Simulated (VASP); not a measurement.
Set up this calculation in VASP 6.6.1, as the native input.

| Item | Value |
| --- | --- |
| Task | single point |
| Functional | PBE |
| Potentials or basis | VASP PAW PBE potentials, release 64 (B, N) |
| Cutoff | 520 eV |
| k mesh | 12 × 12 × 12 |
| Occupations | gaussian, width 0.05 eV |
| Spin | no spin polarisation |
| Dipole correction | no |
| Further INCAR settings | ALGO = Normal; EDIFF = 1e-06; NBANDS = 11 |

The structure of BN lies in POSCAR:

```
BN
1.0
    0.0000000000      1.8120810260      1.8120810260
    1.8120810260      0.0000000000      1.8120810260
    1.8120810260      1.8120810260      0.0000000000
B N
1 1
Direct
    0.0000000000      0.0000000000      0.0000000000
    0.7500000000      0.7500000000      0.7500000000
```

One way to write it, as run:

INCAR

```
PREC     = Accurate       # precision mode
ENCUT    = 520            # plane-wave cutoff, eV
EDIFF    = 1E-6           # SCF threshold, eV
ISMEAR   = 0              # smearing method
SIGMA    = 0.05           # smearing width, eV
LREAL    = False          # projectors in reciprocal space
LASPH    = True           # aspherical terms in the spheres
NELM     = 100            # most SCF steps
ALGO     = Normal         # electronic algorithm
ISIF     = 2              # what is computed and relaxed
LWAVE    = False          # write WAVECAR
LCHARG   = False          # write CHGCAR
GGA      = PE             # functional
NBANDS   = 11             # bands
```

KPOINTS

```
Automatic mesh
0
Gamma
  12 12 12
```

Potentials or basis: VASP PAW PBE potentials, release 64 (B, N).

The run is started by

```sh
$ cat potpaw_PBE.64/B/POTCAR potpaw_PBE.64/N/POTCAR > POTCAR
$ mpirun -np 1 vasp_std > vasp.out
```

It gave:

```yaml
Pressure: 0.4 GPa
Band_gap_on_the_k_mesh: 4.45 eV, indirect (least direct gap 8.78 eV)
```

Run time: 6.3 s on 1 thread of Intel(R) Xeon(R) Platinum 8375C CPU @ 2.90GHz (Ice Lake), with other jobs on the host, peak memory 0.12 GiB.
